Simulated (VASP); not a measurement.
# WS2 (C2/m) in VASP: single point with LDA

Aim: the single point of WS2 with LDA.

Program: VASP 6.6.1. These are calculated values, not measurements. Logs are shortened: lines on timing, memory, paths and dates and some standing lists are left out, and cuts for length are marked.

## (1) The cell of the first run

The structure is monoclinic, space group C2/m (No. 12). Conventional cell: a = 5.419 Å, b = 3.127 Å, c = 12.159 Å, α = 90.00°, β = 94.01°, γ = 90.00°. Within 3.2 Å of W (site symmetry m) lie 6 S at 2.38 to 2.39 Å and 6 W at 3.13 Å. Within 3.2 Å of S (site symmetry m) lie 3 W at 2.38 to 2.39 Å and 7 S at 3.12 to 3.13 Å. Within 3.5 Å of S (site symmetry m) lie 3 W at 2.39 Å and 10 S at 3.12 to 3.46 Å.

## (2) Single point, LDA (engineering shear strain xz +0.0000, engineering shear strain yz -0.0700)

Input file INCAR:

```
SYSTEM = WS2
PREC = Accurate ; ENCUT = 520
EDIFF = 1E-6 ; ISMEAR = 0
SIGMA = 0.05 ; LREAL = .FALSE.
LASPH = .TRUE. ; NELM = 60
ALGO = Normal ; ISIF = 2
LWAVE = .FALSE. ; LCHARG = .FALSE.
GGA = CA ; NBANDS = 35
```

Input file KPOINTS:

```
regular mesh
0
G
  12 12 4
  0 0 0
```

Input file POSCAR:

```
WS2
1.0
    3.1265905160      0.0000000000      0.0000000000
   -1.5632952580      2.7077068141     -0.0947697385
    0.0000000000     -0.4253208758     12.1520250223
W S
2 4
Direct
    0.3560788770      0.7121577540      0.2479852788
    0.6439211230      0.2878422460      0.7520147212
    0.2908857561      0.5817715122      0.6234133405
    0.6698389518      0.3396779036      0.1193061494
    0.3301610482      0.6603220964      0.8806938506
    0.7091142439      0.4182284878      0.3765866595
```

Potentials or basis: VASP PAW LDA potentials, release 64 (W_sv, S).

The run is started by

```console
> cat potpaw_LDA.64/W_sv/POTCAR potpaw_LDA.64/S/POTCAR > POTCAR
> mpirun -np 1 vasp_std > vasp.out
```

OUTCAR:

```text
SYSTEM = WS2
   PREC = Accurate
   ENCUT = 520
   EDIFF = 1E-6
   ISMEAR = 0
   LREAL = .FALSE.
   LASPH = .TRUE.
   NELM = 60
   ISIF = 2
   GGA = CA

 ion  position               nearest neighbor table
   1  0.356  0.712  0.248-   6 2.38   4 2.39   4 2.39   6 2.39   6 2.39   4 2.39
   2  0.644  0.288  0.752-   3 2.38   5 2.39   5 2.39   3 2.39   3 2.39   5 2.39
   3  0.291  0.582  0.623-   2 2.38   2 2.39   2 2.39
   4  0.670  0.340  0.119-   1 2.39   1 2.39   1 2.39
   5  0.330  0.660  0.881-   2 2.39   2 2.39   2 2.39
   6  0.709  0.418  0.377-   1 2.38   1 2.39   1 2.39

  LATTYP: Found a base centered monoclinic cell.
 ALAT       =     5.4187295539
 B/A-ratio  =     0.5769969667
 C/A-ratio  =     2.2439698713
 COS(beta)  =    -0.0699143549

  Lattice vectors:

 A1 = (   1.5632952580,   2.7077068141,  -0.0947697385)
 A2 = (  -1.5632952580,   2.7077068141,  -0.0947697385)
 A3 = (   0.0000000000,  -0.4253208758,  12.1520250223)

Analysis of symmetry for initial positions (statically):
=====================================================================
 Subroutine PRICEL returns:
 Original cell was already a primitive cell.

 Routine SETGRP: Setting up the symmetry group for a
 base centered monoclinic supercell.

 Subroutine GETGRP returns: Found  4 space group operations
 (whereof  4 operations were pure point group operations)
 out of a pool of  4 trial point group operations.

The static configuration has the point symmetry C_2h.

Analysis of symmetry for dynamics (positions and initial velocities):
=====================================================================
 Subroutine PRICEL returns:
 Original cell was already a primitive cell.

 Routine SETGRP: Setting up the symmetry group for a
 base centered monoclinic supercell.

 Subroutine GETGRP returns: Found  4 space group operations
 (whereof  4 operations were pure point group operations)
 out of a pool of  4 trial point group operations.

The dynamic configuration has the point symmetry C_2h.

 Subroutine INISYM returns: Found  4 space group operations
 (whereof  4 operations are pure point group operations),
 and found     1 'primitive' translations

----------------------------------------------------------------------------------------

[... 100 lines left out ...]
   EDIFF  = 0.1E-05   stopping-criterion for ELM
   LREAL  =      F    real-space projection
   EDIFFG = 0.1E-04   stopping-criterion for IOM
   NSW    =      0    number of steps for IOM
   IBRION =     -1    ionic relax: 0-MD 1-quasi-New 2-CG
   NFREE  =      0    steps in history (QN), initial steepest desc. (CG)
   ISIF   =      2    stress and relaxation
   ISYM   =      2    0-nonsym 1-usesym 2-fastsym
   POTIM  = 0.5000    time-step for ionic-motion
   TEBEG  =    0.0;   TEEND  =   0.0 temperature during run
   PSTRESS=    0.0 pullay stress
   NELECT =      52.0000    total number of electrons
   NUPDOWN=      -1.0000    fix difference up-down
   EMIN   =  10.00;   EMAX   =-10.00  energy-range for DOS
   EFERMI =   0.00;   METHOD = LEGACY
   ISMEAR =     0;   SIGMA  =   0.05  broadening in eV -4-tet -1-fermi 0-gaus
   EFERMI_NEDOS =   21; number of points for ismear=-14 and -15
   IALGO  =     38    algorithm
   IMIX   =      4    mixing-type and parameters
     AMIX     =   0.40;   BMIX     =  1.00
     AMIX_MAG =   1.60;   BMIX_MAG =  1.00
  volume/ion in A,a.u.               =      17.13       115.57
  Fermi-wavevector in a.u.,A,eV,Ry     =   1.304607  2.465349 23.157100  1.701999
  Thomas-Fermi vector in A             =   2.435531
   LORBIT       =      0    0 simple, 1 ext, 2 COOP (PROOUT), +10 PAW based schemes
   GGA     = CA    functional components
   LHFCALC =     F    Hartree Fock is set to
   AEXX    =    0.0000 exact exchange contribution
   IVDW    =     0    specifies the selected vdW correction
   LEPSILON=     F    determine dielectric tensor
   LRPA    =     F    only Hartree local field effects (RPA)
 non-spin polarized calculation
 Gauss-broadening in eV      SIGMA  =   0.05
  energy-cutoff  :      520.00
  volume of cell :      102.75
 maximum number of plane-waves:      2790
   NGX = 11   NGY = 11   NGZ = 45

 number of electron      51.9999999 magnetization

 Free energy of the ion-electron system (eV)
  ---------------------------------------------------
  ext. energy  EPLUGINS =         0.00000000
  ---------------------------------------------------
  free energy    TOTEN  =       -52.49933212 eV

  energy without entropy =      -52.49933212  energy(sigma->0) =      -52.49933212

 E-fermi :   8.1802     XC(G=0): -11.4295

 val. band max:        7.8413965768   @ k =   0.0000   0.0000   0.0000
 cond. band min:       8.6713935534   @ k =  -0.3333   0.1667   0.0000
 fundamental gap:      0.8299969766
 Fermi energy:         8.1801590597

 k-point     1 :       0.0000    0.0000    0.0000
  band No.  band energies     occupation
      1     -66.3429      2.00000
      2     -66.3428      2.00000
      3     -30.9067      2.00000
      4     -30.9066      2.00000
      5     -30.6864      2.00000
      6     -30.6864      2.00000
[... 901 lines left out ...]
     34      12.6069      0.00000
     35      13.0604      0.00000

 [... further k-points ...]

------------------------ aborting loop because EDIFF is reached ----------------------------------------

  FORCE on cell =-STRESS in cart. coord.  units (eV):
  Direction    XX          YY          ZZ          XY          YZ          ZX
  --------------------------------------------------------------------------------------
  -------------------------------------------------------------------------------------
  Total        0.4457473      0.2746868      0.6442491      0.0000000      0.5221828      0.0000000
  in kB        6.9504094      4.2831112     10.0455905      0.0000000      8.1422450      0.0000000
  external PRESSURE =       7.0930370 kB  Pullay stress =       0.0000000 kB

 VOLUME and BASIS-vectors are now :
 -----------------------------------------------------------------------------
  energy-cutoff  :      520.00
  volume of cell :      102.75
      direct lattice vectors                 reciprocal lattice vectors
     3.126590516  0.000000000  0.000000000     0.319837214  0.184884585  0.006470960
    -1.563295258  2.707706814 -0.094769739     0.000000000  0.369769170  0.012941921
     0.000000000 -0.425320876 12.152025022     0.000000000  0.002883711  0.082391741

 POSITION                                       TOTAL-FORCE (eV/Angst)
 -----------------------------------------------------------------------------------
      0.00000      1.82284      2.94603         0.000000      0.003867      0.004765
      1.56330      0.45954      9.11122         0.000000     -0.003867     -0.004765
      0.00000      1.31012      7.52060         0.000000     -0.001787     -0.040545
      1.56330      0.86900      1.41762         0.000000     -0.005820     -0.043996
     -0.00000      1.41338     10.63964         0.000000      0.005820      0.043996
      1.56330      0.97227      4.53666         0.000000      0.001787      0.040545
 -----------------------------------------------------------------------------------
    total drift:                                0.000000     -0.000000     -0.000000

  FREE ENERGIE OF THE ION-ELECTRON SYSTEM (eV)
  ---------------------------------------------------
  free  energy   TOTEN  =       -52.4993321152 eV

  energy  without entropy=      -52.4993321152  energy(sigma->0) =      -52.49933212
```

OSZICAR:

```text
N       E                     dE             d eps       ncg     rms          rms(c)
DAV:   1     0.509097953271E+03    0.50910E+03   -0.28409E+04 12480   0.149E+03
DAV:   2    -0.219688578683E+02   -0.53107E+03   -0.51271E+03 13205   0.414E+02
DAV:   3    -0.543371304436E+02   -0.32368E+02   -0.31777E+02 14124   0.973E+01
DAV:   4    -0.551049952272E+02   -0.76786E+00   -0.76420E+00 13908   0.157E+01
DAV:   5    -0.551197425529E+02   -0.14747E-01   -0.14738E-01 13873   0.231E+00    0.406E+01
DAV:   6    -0.528951041915E+02    0.22246E+01   -0.72661E+00 13137   0.181E+01    0.170E+01
DAV:   7    -0.526591930936E+02    0.23591E+00   -0.25487E+00 12481   0.827E+00    0.681E+00
DAV:   8    -0.525020435882E+02    0.15715E+00   -0.40216E-01 12985   0.436E+00    0.206E+00
DAV:   9    -0.525024936505E+02   -0.45006E-03   -0.53019E-02 13835   0.114E+00    0.108E+00
DAV:  10    -0.524996729091E+02    0.28207E-02   -0.22405E-02 13547   0.969E-01    0.356E-01
DAV:  11    -0.524993671447E+02    0.30576E-03   -0.31035E-03 12629   0.344E-01    0.175E-01
DAV:  12    -0.524993368406E+02    0.30304E-04   -0.11651E-04 13049   0.682E-02    0.791E-02
DAV:  13    -0.524993326254E+02    0.42151E-05   -0.29253E-05 13258   0.333E-02    0.378E-02
DAV:  14    -0.524993321152E+02    0.51020E-06   -0.95244E-06 12162   0.183E-02
   1 F= -.52499332E+02 E0= -.52499332E+02  d E =-.567695E-24
```

stdout:

```text
POSCAR found type information on POSCAR W S
 POSCAR found :  2 types and       6 ions
 scaLAPACK will be used
 LDA part: xc-table for (Slater(with rela. corr.)+CA(PZ))
 , standard interpolation
 POSCAR, INCAR and KPOINTS ok, starting setup
 FFT: planning ... GRIDC
 FFT: planning ... GRID_SOFT
 FFT: planning ... GRID
 WAVECAR not read
 entering main loop
```

Wall time 3.8 min (1 thread of Intel Xeon 6975P-C (Granite Rapids), shared host); peak memory 0.51 GiB.

What came out:

```
Free energy            : -52.4993 eV
Pressure               : 0.7 GPa
Largest force          : 0.044 eV/Å
Band gap on the k mesh : 0.83 eV (least direct gap 1.89 eV)
```

Forces on the atoms (eV/Å):
```
W    0.000  0.004  0.005
W    0.000 -0.004 -0.005
S    0.000 -0.002 -0.041
S    0.000 -0.006 -0.044
S    0.000  0.006  0.044
S    0.000  0.002  0.041
```

Levels at points of the mesh, in eV from the valence-band top:
```csv
k point,band 24,band 25,band 26,band 27,band 28,band 29
"(0.00, 0.00, 0.00)",-1.45,-1.44,0.00,2.24,2.25,2.26
"(0.50, 0.00, 0.00)",-1.85,-1.80,-1.59,2.30,2.33,2.56
"(0.00, 0.50, 0.00)",-1.77,-1.65,-1.64,2.29,2.34,2.43
"(0.00, 0.00, 0.50)",-2.29,-0.37,-0.32,2.21,2.23,2.31
"(0.50, 0.00, 0.50)",-1.87,-1.73,-1.61,2.30,2.32,2.68
"(0.00, 0.50, 0.50)",-1.89,-1.89,-1.52,2.31,2.31,2.64
```

Caveat: the cell differs from its parent crystal (engineering shear strain xz +0.0000, engineering shear strain yz -0.0700); spin-orbit coupling is left out, which moves the levels of the heavy elements. A k mesh can miss the band edges.
